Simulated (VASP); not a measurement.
# Al2InN3 (P-62m) in VASP: a series of runs, part 2 of 3

VASP 6.6.1. Earlier steps stand in the parts before.

**3. Single point, PBE**

Input file INCAR:

```
SYSTEM = Al2InN3
PREC     = Accurate       ! precision mode
ENCUT    = 520            ! plane-wave cutoff, eV
EDIFF    = 1E-6           ! SCF threshold, eV
ISMEAR   = 0              ! smearing method
SIGMA    = 0.1            ! smearing width, eV
LREAL    = .FALSE.        ! projectors in reciprocal space
LASPH    = .TRUE.         ! aspherical terms in the spheres
NELM     = 60             ! most SCF steps
ALGO     = Normal         ! electronic algorithm
ISIF     = 2              ! what is computed and relaxed
LWAVE    = .FALSE.        ! write WAVECAR
LCHARG   = .FALSE.        ! write CHGCAR
GGA      = PE             ! functional
NBANDS   = 26             ! bands
```

Input file KPOINTS:

```
regular mesh
0
G
  6 6 6
  0 0 0
```

Input file POSCAR:

```
Al2InN3
1.0
    5.2583180022      0.0000000000      0.0000000000
   -2.6291590011      4.5538369711      0.0000000000
    0.0000000000      0.0000000000      2.7327284004
Al In N
2 1 3
Direct
    0.3333333333      0.6666666667      0.5000000000
    0.6666666667      0.3333333333      0.5000000000
    0.0000000000      0.0000000000      0.0000000000
    0.4119080837      0.0000000000      0.0000000000
    0.0000000000      0.4119080837      0.0000000000
    0.5880919163      0.5880919163      0.0000000000
```

Potentials or basis: VASP PAW PBE potentials, release 64 (Al, In_d, N).

On the command line:

```console
cat potpaw_PBE.64/Al/POTCAR potpaw_PBE.64/In_d/POTCAR potpaw_PBE.64/N/POTCAR > POTCAR
mpirun -np 1 vasp_std > vasp.out
```

OUTCAR:

```text
SYSTEM = Al2InN3
   PREC = Accurate
   ENCUT = 520
   EDIFF = 1E-6
   ISMEAR = 0
   LREAL = .FALSE.
   LASPH = .TRUE.
   NELM = 60
   ISIF = 2
   GGA = PE

 ion  position               nearest neighbor table
   1  0.333  0.667  0.500-   4 2.09   4 2.09   5 2.09   5 2.09   6 2.09   6 2.09   2 3.04   2 3.04
                             2 3.04   3 3.33   3 3.33   3 3.33   3 3.33   3 3.33   3 3.33
   2  0.667  0.333  0.500-   5 2.09   5 2.09   4 2.09   4 2.09   6 2.09   6 2.09   1 3.04   1 3.04
                             1 3.04   3 3.33   3 3.33   3 3.33   3 3.33   3 3.33   3 3.33
   3  0.000  0.000  0.000-   4 2.17   5 2.17   6 2.17   2 3.33   1 3.33   1 3.33   2 3.33   2 3.33
                             2 3.33   1 3.33   1 3.33   2 3.33   2 3.33   1 3.33   1 3.33
   4  0.412  0.000  0.000-   1 2.09   1 2.09   2 2.09   2 2.09   3 2.17
[... 908 lines left out ...]
  in kB        3.5434880      3.5434880     -2.5359926      0.0000000      0.0000000      0.0000000
  external PRESSURE =       1.5169945 kB  Pullay stress =       0.0000000 kB

 VOLUME and BASIS-vectors are now :
 -----------------------------------------------------------------------------
  energy-cutoff  :      520.00
  volume of cell :       65.44
      direct lattice vectors                 reciprocal lattice vectors
     5.258318002  0.000000000  0.000000000     0.190174881  0.109797519  0.000000000
    -2.629159001  4.553836971  0.000000000     0.000000000  0.219595037  0.000000000
     0.000000000  0.000000000  2.732728400     0.000000000  0.000000000  0.365934646

 POSITION                                       TOTAL-FORCE (eV/Angst)
 -----------------------------------------------------------------------------------
     -0.00000      3.03589      1.36636         0.000000      0.000000      0.000000
      2.62916      1.51795      1.36636         0.000000      0.000000      0.000000
      0.00000      0.00000      0.00000         0.000000     -0.000000      0.000000
      2.16594      0.00000      0.00000        -0.009947      0.000000      0.000000
     -1.08297      1.87576      0.00000         0.004974     -0.008614      0.000000
      1.54619      2.67807      0.00000         0.004974      0.008614     -0.000000
 -----------------------------------------------------------------------------------
    total drift:                               -0.000002     -0.000004      0.000000

  FREE ENERGIE OF THE ION-ELECTRON SYSTEM (eV)
  ---------------------------------------------------
  free  energy   TOTEN  =       -36.2458467711 eV

  energy  without entropy=      -36.2327947447  energy(sigma->0) =      -36.23932076
```

OSZICAR:

```text
N       E                     dE             d eps       ncg     rms          rms(c)
DAV:   1     0.276099102933E+03    0.27610E+03   -0.15229E+04  1472   0.148E+03
DAV:   2    -0.759846910284E+01   -0.28370E+03   -0.26077E+03  1580   0.382E+02
DAV:   3    -0.419877001634E+02   -0.34389E+02   -0.32943E+02  1870   0.127E+02
DAV:   4    -0.433177486734E+02   -0.13300E+01   -0.13239E+01  1848   0.258E+01
DAV:   5    -0.433638850305E+02   -0.46136E-01   -0.46102E-01  2272   0.481E+00    0.150E+01
DAV:   6    -0.362590706763E+02    0.71048E+01   -0.22237E+01  2344   0.553E+01    0.933E+00
DAV:   7    -0.363069294412E+02   -0.47859E-01   -0.21319E+00  1764   0.127E+01    0.353E+00
DAV:   8    -0.362645387611E+02    0.42391E-01   -0.18614E-01  2134   0.320E+00    0.170E+00
DAV:   9    -0.362469394016E+02    0.17599E-01   -0.22991E-02  2368   0.270E+00    0.401E-01
DAV:  10    -0.362458075819E+02    0.11318E-02   -0.71130E-03  2228   0.134E+00    0.125E-01
DAV:  11    -0.362458437185E+02   -0.36137E-04   -0.11999E-03  1896   0.367E-01    0.108E-01
DAV:  12    -0.362458622135E+02   -0.18495E-04   -0.10344E-04  1780   0.664E-02    0.320E-02
DAV:  13    -0.362458470506E+02    0.15163E-04   -0.46852E-05  2422   0.124E-01    0.156E-02
DAV:  14    -0.362458467711E+02    0.27945E-06   -0.63587E-06  1778   0.313E-02
   1 F= -.36245847E+02 E0= -.36239321E+02  d E =-.130520E-01
```

stdout:

```text
POSCAR found type information on POSCAR AlInN
 POSCAR found :  3 types and       6 ions
 scaLAPACK will be used
 LDA part: xc-table for (Slater+PW92), standard interpolation
 POSCAR, INCAR and KPOINTS ok, starting setup
 FFT: planning ... GRIDC
 FFT: planning ... GRID_SOFT
 FFT: planning ... GRID
 WAVECAR not read
 entering main loop
```

It took 25 s on 1 thread of AMD EPYC 9R45 (Zen 5), shared host; peak memory 0.17 GiB.

Results:

```
Free energy            : -36.2458 eV
Pressure               : 0.2 GPa
Largest force          : 0.010 eV/Å
Band gap on the k mesh : zero (band 17 reaches 8.86 eV, above the bottom of band 18 at 8.15 eV)
```

Forces on the atoms (eV/Å):
```
Al   0.000  0.000  0.000
Al   0.000  0.000  0.000
In   0.000  0.000  0.000
N   -0.010  0.000  0.000
N    0.005 -0.009  0.000
N    0.005  0.009  0.000
```

Caveat: the k points lie up to 0.38 Å⁻¹ apart; spin-orbit coupling is left out, which moves the levels of the heavy elements.

**4. Single point, PBE**

This run uses another cell than the first one, of 15.36 Å³/atom, 1.409 times its volume.

Input file INCAR:

```
ALGO = Normal ; EDIFF = 1E-7
ENCUT = 520 ; GGA = PE
ISIF = 2 ; ISMEAR = 0
LASPH = T ; LCHARG = F
LREAL = F ; LWAVE = F
NBANDS = 26 ; NELM = 100
PREC = Accurate ; SIGMA = 0.1
```

Input file KPOINTS:

```
k-points
0
Gamma
  6 6 4
```

Input file POSCAR:

```
Al2InN3
1.0
    4.5443932800      0.0000000000      0.0000000000
   -2.2721966400      3.9355600200      0.0000000000
    0.0000000000      0.0000000000      5.1518810900
Al In N
2 1 3
Direct
    0.3333333300      0.6666666700      0.5000000000
    0.6666666700      0.3333333300      0.5000000000
    0.0000000000      0.0000000000      0.0000000000
    0.4563794500      0.0000000000      0.0000000000
    0.0000000000      0.4563794500      0.0000000000
    0.5436205500      0.5436205500      0.0000000000
```

On the command line:

```console
cat potpaw_PBE.64/Al/POTCAR potpaw_PBE.64/In_d/POTCAR potpaw_PBE.64/N/POTCAR > POTCAR
mpirun -np 1 vasp_std > vasp.out
```

It took 36 s on 1 thread of AMD EPYC 9R45 (Zen 5), shared host; peak memory 0.2 GiB.

It converged, with:

- Free energy: -24.9149 eV
- Pressure: -1.3 GPa
- Largest force: 0.641 eV/Å
- Band gap on the k mesh: zero (band 17 reaches 7.05 eV, above the bottom of band 18 at 4.57 eV)

Forces on the atoms (eV/Å):
```
Al   0.000  0.000  0.000
Al   0.000  0.000  0.000
In   0.000  0.000  0.000
N    0.641  0.000  0.000
N   -0.320  0.555  0.000
N   -0.320 -0.555  0.000
```

Stress tensor (GPa, compression positive):
```
  5.34   0.00   0.00
  0.00   5.34   0.00
  0.00   0.00 -14.57
```

Levels at points of the mesh, in eV from the Fermi level:
```
           k point  band 13  band 14  band 15  band 16  band 17  band 18  band 19  band 20  band 21  band 22
(0.00, 0.00, 0.00)    -5.03    -1.70    -1.00    -1.00     0.73     0.73     2.54     2.63     2.63     3.15
(0.50, 0.00, 0.00)    -3.10    -2.71    -1.65    -1.27    -1.14    -0.32    -0.19     1.90     2.20     3.29
(0.00, 0.00, 0.50)    -1.83    -1.78    -1.78    -1.78     0.86     2.03     2.03     2.14     2.63     2.63
(0.50, 0.00, 0.50)    -2.25    -1.74    -1.33    -0.69    -0.25    -0.19     0.44     1.66     2.18     2.60
```

Caveat: spin-orbit coupling is left out, which moves the levels of the heavy elements.

(Part 2 of 3 ends here.)
